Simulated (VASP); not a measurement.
# CoO (I4/mmm) in VASP: a series of runs

Runs on CoO. Level: LDA. Tasks: electric field gradients.

Everything below comes from runs of VASP 6.6.1. Logs are shortened: lines on timing, memory, paths and dates and some standing lists are left out, and cuts for length are marked.

**1. The cell of the first run**

Symmetry: I4/mmm, No. 139, tetragonal system. The conventional cell has a = 2.975 Å, b = 2.975 Å, c = 4.158 Å, α = 90.00°, β = 90.00°, γ = 90.00°. Co (site symmetry 4/mmm) has 6 O at 2.08 to 2.10 Å within 2.8 Å. O (site symmetry 4/mmm) has 6 Co at 2.08 to 2.10 Å within 2.8 Å.

**2. Electric field gradients, LDA, collinear spin, ferromagnetic start (9.20 Å³/atom)**

INCAR

```
PREC     = Accurate       # precision mode
ENCUT    = 520            # plane-wave cutoff, eV
EDIFF    = 1E-8           # SCF threshold, eV
ISMEAR   = -1             # smearing method
SIGMA    = 0.03           # smearing width, eV
LREAL    = False          # projectors in reciprocal space
LASPH    = True           # aspherical terms in the spheres
NELM     = 150            # most SCF steps
ALGO     = Normal         # electronic algorithm
ISIF     = 2              # what is computed and relaxed
LWAVE    = False          # write WAVECAR
LCHARG   = False          # write CHGCAR
ISPIN    = 2              # spin polarisation
MAGMOM   = 2 0            # initial moments
LORBIT   = 11             # projections on sites
LMAXMIX  = 4              # l up to which the mixer works
GGA      = CA             # functional
LEFG     = True         
ISYM     = 0            
NBANDS   = 18             # bands
KPAR     = 4
```

KPOINTS

```
Automatic mesh
0
Gamma
  13 13 15
```

POSCAR

```
CoO
1.0
   -1.4876192741      1.4876192741      2.0787701130
    1.4876192741     -1.4876192741      2.0787701130
    1.4876192741      1.4876192741     -2.0787701130
Co O
1 1
Direct
    0.0000000000      0.0000000000      0.0000000000
    0.5000000000      0.5000000000      0.0000000000
```

Potentials or basis: VASP PAW LDA potentials, release 64 (Co, O).

Launch:

```console
cat potpaw_LDA.64/Co/POTCAR potpaw_LDA.64/O/POTCAR > POTCAR
mpirun -np 4 vasp_std > vasp.out
```

OUTCAR:

```text
PREC = Accurate
   ENCUT = 520
   EDIFF = 1E-8
   ISMEAR = -1
   LREAL = False
   LASPH = True
   NELM = 150
   ISIF = 2
   ISPIN = 2
   LORBIT = 11
   GGA = CA
   ISYM = 0

 ion  position               nearest neighbor table
   1  0.000  0.000  0.000-   2 2.08   2 2.08   2 2.10   2 2.10   2 2.10   2 2.10
   2  0.500  0.500  0.000-   1 2.08   1 2.08   1 2.10   1 2.10   1 2.10   1 2.10

IMPORTANT INFORMATION: All symmetrisations will be switched off!
NOSYMM: (Re-)initialisation of all symmetry stuff for point group C_1.

----------------------------------------------------------------------------------------

                                     Primitive cell

  volume of cell :      18.4014

  direct lattice vectors                    reciprocal lattice vectors
    -1.487619274  1.487619274  2.078770113     0.000000000  0.336107503  0.240526837
     1.487619274 -1.487619274  2.078770113     0.336107503  0.000000000  0.240526837
     1.487619274  1.487619274 -2.078770113     0.336107503  0.336107503  0.000000000

  length of vectors
     2.957584723  2.957584723  2.957584723     0.413305472  0.413305472  0.475327790

  position of ions in fractional coordinates (direct lattice)
     0.000000000  0.000000000  0.000000000
     0.500000000  0.500000000  0.000000000

  ion indices of the primitive-cell ions
   primitive index   ion index
                 1           1
                 2           2

----------------------------------------------------------------------------------------

 KPOINTS: Automatic mesh

Automatic generation of k-mesh.
 Grid dimensions read from file:
 generate k-points for:   13   13   15

 Generating k-lattice:

  Cartesian coordinates                     Fractional coordinates (reciprocal lattice)
     0.000000000  0.025854423  0.018502064     0.076923077  0.000000000  0.000000000
     0.025854423  0.000000000  0.018502064     0.000000000  0.076923077  0.000000000
     0.022407167  0.022407167  0.000000000     0.000000000  0.000000000  0.066666667

  Length of vectors
     0.031792729  0.031792729  0.031688519

  Shift w.r.t. Gamma in fractional coordinates (k-lattice)
     0.000000000  0.000000000  0.000000000

 -----------------------------------------------------------------------------
|                                                                             |
|           W    W    AA    RRRRR   N    N  II  N    N   GGGG   !!!           |
|           W    W   A  A   R    R  NN   N  II  NN   N  G    G  !!!           |
|           W    W  A    A  R    R  N N  N  II  N N  N  G       !!!           |
|           W WW W  AAAAAA  RRRRR   N  N N  II  N  N N  G  GGG   !            |
|           WW  WW  A    A  R   R   N   NN  II  N   NN  G    G                |
|           W    W  A    A  R    R  N    N  II  N    N   GGGG   !!!           |
|                                                                             |
|     Your reciprocal lattice and k-lattice belong to different lattice       |
|     classes:                                                                |
|                                                                             |
|        The reciprocal lattice is body-centered tetragonal,                  |
|        whereas your k-lattice is base-centered monoclinic.                  |
|                                                                             |
|     Results are often still useful ...                                      |
|                                                                             |
 -----------------------------------------------------------------------------

 WARNING: IBZKPT: internal override: KBLOWUP is changed to .FALSE.
      ... skipping the blow-up phase ...

 Subroutine IBZKPT returns following result:
 ===========================================

 Found   1268 irreducible k-points:

 Following reciprocal coordinates:
            Coordinates               Weight
  0.000000  0.000000  0.000000      1.000000
  0.076923 -0.000000  0.000000      2.000000
  0.153846 -0.000000  0.000000      2.000000
  0.230769 -0.000000  0.000000      2.000000
  0.307692 -0.000000  0.000000      2.000000
  0.384615 -0.000000  0.000000      2.000000
[... 16 lines left out ...]
  0.153846  0.153846  0.000000      2.000000
  0.230769  0.153846  0.000000      2.000000
 [... further k-points ...]
[... 25 lines left out ...]
   ISYM   =      0    0-nonsym 1-usesym 2-fastsym
   POTIM  = 0.5000    time-step for ionic-motion
   TEBEG  =    0.0;   TEEND  =   0.0 temperature during run
   PSTRESS=    0.0 pullay stress
   NELECT =      15.0000    total number of electrons
   NUPDOWN=      -1.0000    fix difference up-down
   EMIN   =  10.00;   EMAX   =-10.00  energy-range for DOS
   EFERMI =   0.00;   METHOD = LEGACY
   ISMEAR =    -1;   SIGMA  =   0.03  broadening in eV -4-tet -1-fermi 0-gaus
   EFERMI_NEDOS =   21; number of points for ismear=-14 and -15
   IALGO  =     38    algorithm
   IMIX   =      4    mixing-type and parameters
     AMIX     =   0.40;   BMIX     =  1.00
     AMIX_MAG =   1.60;   BMIX_MAG =  1.00
  volume/ion in A,a.u.               =       9.20        62.09
  Fermi-wavevector in a.u.,A,eV,Ry     =   1.529285  2.889931 31.820137  2.338714
  Thomas-Fermi vector in A             =   2.636927
   LORBIT       =     11    0 simple, 1 ext, 2 COOP (PROOUT), +10 PAW based schemes
   GGA     = CA    functional components
   LHFCALC =     F    Hartree Fock is set to
   AEXX    =    0.0000 exact exchange contribution
   IVDW    =     0    specifies the selected vdW correction
   LEPSILON=     F    determine dielectric tensor
   LRPA    =     F    only Hartree local field effects (RPA)
 spin polarized calculation
  energy-cutoff  :      520.00
  volume of cell :       18.40
 maximum number of plane-waves:       531
 NGX is ok and might be reduce to    24
   NGX = 11   NGY = 11   NGZ = 11

 number of electron      14.9999998 magnetization       2.4886255

 Free energy of the ion-electron system (eV)
  ---------------------------------------------------
  ext. energy  EPLUGINS =         0.00000000
  ---------------------------------------------------
  free energy    TOTEN  =       -14.75466861 eV

  energy without entropy =      -14.74307144  energy(sigma->0) =      -14.74887003

 E-fermi :   8.3536     XC(G=0): -13.1683

 val. band max:        8.3534730539   @ k =   0.3077  -0.1538   0.2000
 cond. band min:       8.3536504387   @ k =   0.3077  -0.4615   0.0667
 fundamental gap:      0.0001773849
 Fermi energy:         8.3536042844

 spin component 1

 k-point     1 :       0.0000    0.0000    0.0000
  band No.  band energies     occupation
      1     -12.2113      1.00000
      2       4.7802      1.00000
      3       4.8173      1.00000
      4       4.8174      1.00000
      5       5.4112      1.00000
      6       5.4112      1.00000
[... 493 lines left out ...]
     17      36.8570      0.00000
     18      37.9446      0.00000

 [... further k-points ...]

 spin component 2

 k-point     1 :       0.0000    0.0000    0.0000
  band No.  band energies     occupation
      1     -11.8015      1.00000
      2       5.2294      1.00000
      3       5.2802      1.00000
      4       5.2813      1.00000
      5       7.1038      1.00000
      6       7.1042      1.00000
[... 493 lines left out ...]
     17      37.3299      0.00000
     18      38.4693      0.00000

 [... further k-points ...]
[... 5 lines left out ...]
  --------------------------------------------------------------------------------------
  -------------------------------------------------------------------------------------
  Total       -1.7307241     -1.7307234     -1.7251902      0.0066325      0.0011663      0.0011664
  in kB     -150.6913636   -150.6913098   -150.2095366      0.5774824      0.1015488      0.1015544
  external PRESSURE =    -150.5307366 kB  Pullay stress =       0.0000000 kB

 VOLUME and BASIS-vectors are now :
 -----------------------------------------------------------------------------
  energy-cutoff  :      520.00
  volume of cell :       18.40
      direct lattice vectors                 reciprocal lattice vectors
    -1.487619274  1.487619274  2.078770113     0.000000000  0.336107503  0.240526837
     1.487619274 -1.487619274  2.078770113     0.336107503  0.000000000  0.240526837
     1.487619274  1.487619274 -2.078770113     0.336107503  0.336107503  0.000000000

 POSITION                                       TOTAL-FORCE (eV/Angst)
 -----------------------------------------------------------------------------------
      0.00000      0.00000      0.00000         0.000012      0.000000      0.000000
      0.00000      0.00000      2.07877        -0.000012     -0.000000     -0.000000
 -----------------------------------------------------------------------------------
    total drift:                                0.000000     -0.000000     -0.000000

  FREE ENERGIE OF THE ION-ELECTRON SYSTEM (eV)
  ---------------------------------------------------
  free  energy   TOTEN  =       -14.7546686146 eV

  energy  without entropy=      -14.7430714374  energy(sigma->0) =      -14.74887003

 Electric field gradients (V/A^2)
---------------------------------------------------------------------
 ion       V_xx      V_yy      V_zz      V_xy      V_xz      V_yz
---------------------------------------------------------------------
   1      -0.411    -0.411     0.821    -0.136    -0.008    -0.009
   2      -0.602    -0.602     1.204    -0.190     0.137     0.137
---------------------------------------------------------------------

 Electric field gradients after diagonalization (V/A^2)
 (convention: |V_zz| > |V_xx| > |V_yy|)
----------------------------------------------------------------------
 ion       V_xx      V_yy      V_zz     asymmetry (V_yy - V_xx)/ V_zz
----------------------------------------------------------------------
   1      -0.547    -0.274     0.821       0.332
   2      -0.811    -0.412     1.223       0.327
----------------------------------------------------------------------

           NMR quadrupolar parameters

 Cq : quadrupolar parameter    Cq=e*Q*V_zz/h
 eta: asymmetry parameters     (V_yy - V_xx)/ V_zz
 Q  : nuclear electric quadrupole moment in mb (millibarn)
----------------------------------------------------------------------
 ion       Cq(MHz)       eta       Q (mb)
----------------------------------------------------------------------
   1       0.002       0.332       1.000
   2       0.003       0.327       1.000
----------------------------------------------------------------------

 total charge

# of ion       s       p       d       tot
------------------------------------------
    1        0.308   0.389   7.242   7.939
    2        1.548   3.394   0.000   4.942
--------------------------------------------------
tot          1.856   3.784   7.242  12.881

 magnetization (x)

# of ion       s       p       d       tot
------------------------------------------
    1        0.019   0.018   2.162   2.199
    2        0.029   0.210   0.000   0.239
--------------------------------------------------
tot          0.048   0.228   2.162   2.438
```

Run time: 10 min. Hardware: 4 MPI ranks of Oxide Virtual Turin-like, shared host; peak memory 0.67 GiB.

What came out:

```yaml
Free_energy: -14.7547 eV
Pressure: -15.1 GPa
Net_moment: 2.49 μB per cell
Site_moments: Co +2.20; O +0.24 μB
Largest_electric_field_gradient_by_atom: Co +0.8; O +1.2 V/Å²
Valence_electrons_inside_the_program's_atomic_spheres: Co 7.94; O 4.94
```

Electric field gradients, principal values (V/Å²):
| atom | least | middle | greatest (by size) |
| --- | --- | --- | --- |
| 1 Co | -0.274 | -0.547 | 0.821 |
| 2 O | -0.412 | -0.811 | 1.223 |

Caveat: the cell stands under tension; without QUAD_EFG the Cq values of the log hold for a quadrupole moment of 1 mb, not for the nuclei; a cell with one magnetic atom can't hold antiferromagnetic order, which such compounds often take; semilocal functionals often make such compounds metallic where correlation or magnetic order opens a gap, which also shifts bond lengths. With open d or f shells a metallic result of LDA can be an artefact of self-interaction; +U or a hybrid may open a gap.

[end of part 1 of 2]
